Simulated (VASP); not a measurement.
The system is Ga2GeO3.

```
Ga Ge O
1.0
     5.56610    0.00000    0.00000
    -2.78305    4.82038    0.00000
     0.00000    0.00000    2.70075
Ga Ge O
2 1 3
Cartesian
  0.0000 3.2136 0.0000
  2.7830 1.6068 0.0000
  0.0000 0.0000 0.0000
  2.7830 0.0000 1.3504
  -1.3915 2.4102 1.3504
  1.3915 2.4102 1.3504
```

The cell was generated, and may not be a known phase.

* Program: VASP 6.6.1
* Task: relaxation of cell and atoms
* Functional: PBE
* Potentials or basis: VASP PAW PBE potentials, release 64 (Ga_d, Ge_d, O)
* Cutoff: 600 eV
* k mesh: 6 × 6 × 6
* Occupations: gaussian, width 0.1 eV
* Spin: no spin polarisation

At the start: pressure 1.7 GPa; volume 12.08 Å³/atom.

Question: Where does the relaxation end?

Answer: Over 3 steps the energy falls by 2.7 meV/atom and the volume is 12.23 Å³/atom (+1.3 %); space group P6/mmm (No. 191, to 0.1 Å) before and after.

The path:
| step | energy change (eV) | largest force (eV/Å) | pressure (GPa) | volume (Å³) |
| --- | --- | --- | --- | --- |
| 1 | 0.0000 | 0.0000 | 1.66 | 72.46 |
| 2 | -0.0136 | 0.0000 | -1.16 | 73.78 |
| 3 | -0.0165 | 0.0000 | -0.31 | 73.39 |

Final structure:
```xyz
6
Lattice="5.5634 0.0000 0.0000 -2.7817 4.8180 0.0000 0.0000 0.0000 2.7378" Properties=species:S:1:pos:R:3 pbc="T T T"
Ga    0.0000    3.2120    0.0000
Ga    2.7817    1.6060    0.0000
Ge   -2.7817    4.8180    2.7378
O     0.0000    4.8180    1.3689
O    -1.3908    2.4090    1.3689
O     1.3908    2.4090    1.3689
```

Caveat: the k points lie up to 0.38 Å⁻¹ apart in the final cell, too coarse for converged energies and pressures of a metal.
